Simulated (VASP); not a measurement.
# Ni (P6_3/mmc) in VASP: notebook

Runs on Ni. Level: PBEsol. Tasks: single point.

Program: VASP 6.6.1. These are calculated values, not measurements. Logs are shortened: lines on timing, memory, paths and dates and some standing lists are left out, and cuts for length are marked.

### 1 The cell of the first run

Symmetry: P6_3/mmc, No. 194, hexagonal system. The conventional cell has a = 1.941 Å, b = 1.941 Å, c = 3.198 Å, α = 90.00°, β = 90.00°, γ = 120.00°. Ni (site symmetry -6m2) has 12 Ni at 1.94 to 1.95 Å within 2.6 Å.

### 2 Single point, PBEsol, collinear spin, ferromagnetic start (volume scaled by 0.5)

Contents of INCAR:

```
ALGO = Normal ; EDIFF = 1E-6
ENCUT = 520 ; GGA = PS
ISIF = 2 ; ISMEAR = -1
ISPIN = 2 ; LASPH = True
LCHARG = True ; LELF = True
LMAXMIX = 4 ; LORBIT = 11
LREAL = False ; LVHAR = True
LWAVE = False ; MAGMOM = 1 1
NBANDS = 21 ; NELM = 150
PREC = Accurate ; SIGMA = 0.1
```

Contents of KPOINTS:

```
k-points
0
Gamma
  18 18 10
```

Contents of POSCAR:

```
Ni
1.0
    1.9405241459      0.0000000000      0.0000000000
   -0.9702620729      1.6805432070      0.0000000000
    0.0000000000      0.0000000000      3.1978217675
Ni
2
Direct
    0.3333333333      0.6666666667      0.2500000000
    0.6666666667      0.3333333333      0.7500000000
```

Potentials or basis: VASP PAW PBE potentials, release 64 (Ni).

Launch:

```bash
$ cat potpaw_PBE.64/Ni/POTCAR > POTCAR
$ mpirun -np 1 vasp_std > vasp.out
```

OUTCAR:

```text
EDIFF = 1E-6
   ENCUT = 520
   GGA = PS
   ISIF = 2
   ISMEAR = -1
   ISPIN = 2
   LASPH = True
   LORBIT = 11
   LREAL = False
   NELM = 150
   PREC = Accurate

 ion  position               nearest neighbor table
   1  0.333  0.667  0.250-   2 1.95   2 1.95   2 1.95   2 1.95   2 1.95   2 1.95   2 2.75   2 2.75
                             2 2.75   2 2.75   2 2.75   2 2.75
   2  0.667  0.333  0.750-   1 1.95   1 1.95   1 1.95   1 1.95   1 1.95   1 1.95   1 2.75   1 2.75
                             1 2.75   1 2.75   1 2.75   1 2.75

  LATTYP: Found a hexagonal cell.
 ALAT       =     1.9405241459
 C/A-ratio  =     1.6479165045

  Lattice vectors:

 A1 = (   1.9405241459,   0.0000000000,   0.0000000000)
 A2 = (  -0.9702620729,   1.6805432070,   0.0000000000)
 A3 = (   0.0000000000,   0.0000000000,   3.1978217675)

Analysis of symmetry for initial positions (statically):
=====================================================================
 Subroutine PRICEL returns:
 Original cell was already a primitive cell.

 Routine SETGRP: Setting up the symmetry group for a
 hexagonal supercell.

 Subroutine GETGRP returns: Found 24 space group operations
 (whereof 12 operations were pure point group operations)
 out of a pool of 24 trial point group operations.

The static configuration has the point symmetry D_3d.
 The point group associated with its full space group is D_6h.

Analysis of symmetry for dynamics (positions and initial velocities):
=====================================================================
 Subroutine PRICEL returns:
 Original cell was already a primitive cell.

 Routine SETGRP: Setting up the symmetry group for a
 hexagonal supercell.

 Subroutine GETGRP returns: Found 24 space group operations
 (whereof 12 operations were pure point group operations)
 out of a pool of 24 trial point group operations.

The dynamic configuration has the point symmetry D_3d.
 The point group associated with its full space group is D_6h.

Analysis of structural, dynamic, and magnetic symmetry:
=====================================================================
 Subroutine PRICEL returns:
 Original cell was already a primitive cell.

 Routine SETGRP: Setting up the symmetry group for a
 hexagonal supercell.

 Subroutine GETGRP returns: Found 24 space group operations
 (whereof 12 operations were pure point group operations)
 out of a pool of 24 trial point group operations.

The overall configuration has the point symmetry D_3d.
 The point group associated with its full space group is D_6h.

 Subroutine INISYM returns: Found 24 space group operations
 (whereof 12 operations are pure point group operations),
 and found     1 'primitive' translations

----------------------------------------------------------------------------------------

                                     Primitive cell

  volume of cell :      10.4285

  direct lattice vectors                    reciprocal lattice vectors
     1.940524146  0.000000000  0.000000000     0.515324688  0.297522847  0.000000000
    -0.970262073  1.680543207  0.000000000     0.000000000  0.595045695  0.000000000
     0.000000000  0.000000000  3.197821767     0.000000000  0.000000000  0.312712863

  length of vectors
     1.940524146  1.940524146  3.197821767     0.595045695  0.595045695  0.312712863

  position of ions in fractional coordinates (direct lattice)
     0.333333333  0.666666667  0.250000000
     0.666666667  0.333333333  0.750000000

  ion indices of the primitive-cell ions
   primitive index   ion index
                 1           1
                 2           2

----------------------------------------------------------------------------------------

 KPOINTS: k-points

Automatic generation of k-mesh.
 Grid dimensions read from file:
 generate k-points for:   18   18   10

 Generating k-lattice:

  Cartesian coordinates                     Fractional coordinates (reciprocal lattice)
     0.028629149  0.016529047  0.000000000     0.055555556  0.000000000  0.000000000
     0.000000000  0.033058094  0.000000000     0.000000000  0.055555556  0.000000000
     0.000000000  0.000000000  0.031271286     0.000000000  0.000000000  0.100000000

  Length of vectors
     0.033058094  0.033058094  0.031271286

  Shift w.r.t. Gamma in fractional coordinates (k-lattice)
     0.000000000  0.000000000  0.000000000

 Subroutine IBZKPT returns following result:
 ===========================================

 Found    222 irreducible k-points:

 Following reciprocal coordinates:
            Coordinates               Weight
  0.000000  0.000000  0.000000      1.000000
  0.055556 -0.000000  0.000000      6.000000
  0.111111 -0.000000  0.000000      6.000000
  0.166667  0.000000  0.000000      6.000000
  0.222222  0.000000  0.000000      6.000000
  0.277778  0.000000  0.000000      6.000000
[... 16 lines left out ...]
  0.333333  0.111111  0.000000     12.000000
  0.388889  0.111111  0.000000     12.000000
 [... further k-points ...]
   k-points           NKPTS =    222   k-points in BZ     NKDIM =    222   number of bands    NBANDS=     21
   number of dos      NEDOS =    301   number of ions     NIONS =      2
   total plane-waves  NPLWV =   4704
   dimension x,y,z NGX =    14 NGY =   14 NGZ =   24
   dimension x,y,z NGXF=    28 NGYF=   28 NGZF=   48
   ions per type =               2
   NGX,Y,Z   is equivalent  to a cutoff of  11.99, 11.99, 12.48 a.u.
   NGXF,Y,Z  is equivalent  to a cutoff of  23.99, 23.99, 24.95 a.u.
 SYSTEM =  unknown system
   PREC   = accura    normal or accurate (medium, high low for compatibility)
   ISTART =      0    job   : 0-new  1-cont  2-samecut
   ICHARG =      2    charge: 1-file 2-atom 10-const
   ISPIN  =      2    spin polarized calculation?
   LNONCOLLINEAR =      F non collinear calculations
   LSORBIT =      F    spin-orbit coupling
   LASPH  =      T    aspherical Exc in radial PAW
   ENCUT  =  520.0 eV  38.22 Ry    6.18 a.u.   3.61  3.61  5.95*2*pi/ulx,y,z
   NELM   =    150;   NELMIN=  2; NELMDL= -5     # of ELM steps
   EDIFF  = 0.1E-05   stopping-criterion for ELM
   LREAL  =      F    real-space projection
   EDIFFG = 0.1E-04   stopping-criterion for IOM
   NSW    =      0    number of steps for IOM
   IBRION =     -1    ionic relax: 0-MD 1-quasi-New 2-CG
   NFREE  =      0    steps in history (QN), initial steepest desc. (CG)
   ISIF   =      2    stress and relaxation
   ISYM   =      2    0-nonsym 1-usesym 2-fastsym
   POTIM  = 0.5000    time-step for ionic-motion
   TEBEG  =    0.0;   TEEND  =   0.0 temperature during run
   PSTRESS=    0.0 pullay stress
   NELECT =      20.0000    total number of electrons
   NUPDOWN=      -1.0000    fix difference up-down
   EMIN   =  10.00;   EMAX   =-10.00  energy-range for DOS
   EFERMI =   0.00;   METHOD = LEGACY
   ISMEAR =    -1;   SIGMA  =   0.10  broadening in eV -4-tet -1-fermi 0-gaus
   EFERMI_NEDOS =   21; number of points for ismear=-14 and -15
   IALGO  =     38    algorithm
   IMIX   =      4    mixing-type and parameters
     AMIX     =   0.40;   BMIX     =  1.00
     AMIX_MAG =   1.60;   BMIX_MAG =  1.00
  volume/ion in A,a.u.               =       5.21        35.19
  Fermi-wavevector in a.u.,A,eV,Ry     =   2.033967  3.843640 56.287580  4.137020
  Thomas-Fermi vector in A             =   3.041066
   LORBIT       =     11    0 simple, 1 ext, 2 COOP (PROOUT), +10 PAW based schemes
   GGA     = PS    functional components
   LHFCALC =     F    Hartree Fock is set to
   AEXX    =    0.0000 exact exchange contribution
   IVDW    =     0    specifies the selected vdW correction
   LEPSILON=     F    determine dielectric tensor
   LRPA    =     F    only Hartree local field effects (RPA)
 spin polarized calculation
  energy-cutoff  :      520.00
  volume of cell :       10.43
 maximum number of plane-waves:       300
   NGX =  7   NGY =  7   NGZ = 11

 number of electron      19.9999979 magnetization      -0.0007433

 number of electron      19.9999979 magnetization       0.0003917

 Free energy of the ion-electron system (eV)
  ---------------------------------------------------
  ext. energy  EPLUGINS =         0.00000000
  ---------------------------------------------------
  free energy    TOTEN  =         1.39721170 eV

  energy without entropy =        1.49049018  energy(sigma->0) =        1.44385094

 E-fermi :  25.0612     XC(G=0): -18.4141

 val. band max:       25.0601820467   @ k =   0.1667   0.1667   0.3000
 cond. band min:      25.0663301453   @ k =   0.3333   0.1667   0.1000
 fundamental gap:      0.0061480986
 Fermi energy:        25.0611802471

 spin component 1

 k-point     1 :       0.0000    0.0000    0.0000
  band No.  band energies     occupation
      1       9.9455      1.00000
      2      13.8176      1.00000
      3      19.3487      1.00000
      4      19.5768      1.00000
      5      19.5768      1.00000
      6      20.4736      1.00000
[... 13 lines left out ...]
     20      66.8295      0.00000
     21      67.7237      0.00000
[... 529 lines left out ...]
 k-point    24 :       0.3889    0.1111    0.0000
  band No.  band energies     occupation
      1      14.3004      1.00000
      2      14.5568      1.00000
      3      15.4295      1.00000
      4      19.1179      1.00000
      5      19.1443      1.00000
      6      19.7710      1.00000
[... 13 lines left out ...]
     20      65.8479      0.00000
     21      68.8592      0.00000

 [... further k-points ...]

 spin component 2

 k-point     1 :       0.0000    0.0000    0.0000
  band No.  band energies     occupation
      1       9.9455      1.00000
      2      13.8178      1.00000
      3      19.3489      1.00000
      4      19.5770      1.00000
      5      19.5770      1.00000
      6      20.4738      1.00000
[... 13 lines left out ...]
     20      66.8296      0.00000
     21      67.7237      0.00000
[... 529 lines left out ...]
 k-point    24 :       0.3889    0.1111    0.0000
  band No.  band energies     occupation
      1      14.3005      1.00000
      2      14.5570      1.00000
      3      15.4296      1.00000
      4      19.1180      1.00000
      5      19.1444      1.00000
      6      19.7712      1.00000
[... 13 lines left out ...]
     20      65.8480      0.00000
     21      68.8597      0.00000

 [... further k-points ...]

------------------------ aborting loop because EDIFF is reached ----------------------------------------

  FORCE on cell =-STRESS in cart. coord.  units (eV):
  Direction    XX          YY          ZZ          XY          YZ          ZX
  --------------------------------------------------------------------------------------
  -------------------------------------------------------------------------------------
  Total       52.4282532     52.4282532     52.4261908      0.0000000     -0.0000000      0.0000000
  in kB     8054.7670103   8054.7670102   8054.4501506      0.0000002     -0.0000000      0.0000000
  external PRESSURE =    8054.6613904 kB  Pullay stress =       0.0000000 kB

 VOLUME and BASIS-vectors are now :
 -----------------------------------------------------------------------------
  energy-cutoff  :      520.00
  volume of cell :       10.43
      direct lattice vectors                 reciprocal lattice vectors
     1.940524146  0.000000000  0.000000000     0.515324688  0.297522847  0.000000000
    -0.970262073  1.680543207  0.000000000     0.000000000  0.595045695  0.000000000
     0.000000000  0.000000000  3.197821767     0.000000000  0.000000000  0.312712863

 POSITION                                       TOTAL-FORCE (eV/Angst)
 -----------------------------------------------------------------------------------
     -0.00000      1.12036      0.79946        -0.000000      0.000000      0.000000
      0.97026      0.56018      2.39837         0.000000     -0.000000      0.000000
 -----------------------------------------------------------------------------------
    total drift:                               -0.000000      0.000000     -0.000000

  FREE ENERGIE OF THE ION-ELECTRON SYSTEM (eV)
  ---------------------------------------------------
  free  energy   TOTEN  =         1.3972117038 eV

  energy  without entropy=        1.4904901755  energy(sigma->0) =        1.44385094

 total charge

# of ion       s       p       d       tot
------------------------------------------
    1        1.007   1.628   9.407  12.041
    2        1.007   1.628   9.407  12.041
--------------------------------------------------
tot          2.014   3.255  18.813  24.082

 magnetization (x)

# of ion       s       p       d       tot
------------------------------------------
    1       -0.000  -0.000   0.000   0.000
    2       -0.000  -0.000   0.000   0.000
--------------------------------------------------
tot         -0.000  -0.000   0.000   0.000
```

Wall time 69 s (1 thread of Intel Xeon Platinum 8488C (Sapphire Rapids), shared host); peak memory 0.18 GiB.

The run converged, but its numbers aren't listed here, since they failed a check.

Caveat: the PAW data sets were made with another functional, which shifts forces and pressure a little.

[end of part 1 of 2]
